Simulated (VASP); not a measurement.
Here is a VASP 6.6.1 calculation.

INCAR

```
ALGO = Normal
EDIFF = 1E-6
ENCUT = 500
GGA_COMPAT = F
ISIF = 2
ISMEAR = -1
LASPH = T
LCHARG = F
LREAL = F
LWAVE = F
NBANDS = 16
NELM = 120
PREC = Accurate
SIGMA = 0.1
```

The input KPOINTS:

```
k-points
0
Gamma
  7 7 7
```

POSCAR

```
Hg
1.0
    1.7463233735      1.0082402698      2.1478810803
   -1.7463233735      1.0082402698      2.1478810803
    0.0000000000     -2.0164805396      2.1478810803
Hg
1
Direct
    0.0000000000      1.0000000000      0.0000000000
```

Potentials or basis: VASP PAW LDA potentials, release 64 (Hg_sv_GW).

Command:

```sh
$ cat potpaw_LDA.64/Hg_sv_GW/POTCAR > POTCAR
$ mpirun -np 1 vasp_std > vasp.out
```

**Question.** Estimate the band gap on the k mesh.

**Answer.** Zero (band 10 reaches 7.63 eV, above the bottom of band 11 at 5.28 eV).

**Question.** What does it give for the pressure?

**Answer.** -0.2 GPa.

Stress tensor (GPa, compression positive):
```
-0.70  0.00  0.00
 0.00 -0.70  0.00
 0.00  0.00  0.69
```

Caveat: spin-orbit coupling is left out, which moves the levels of the heavy elements.
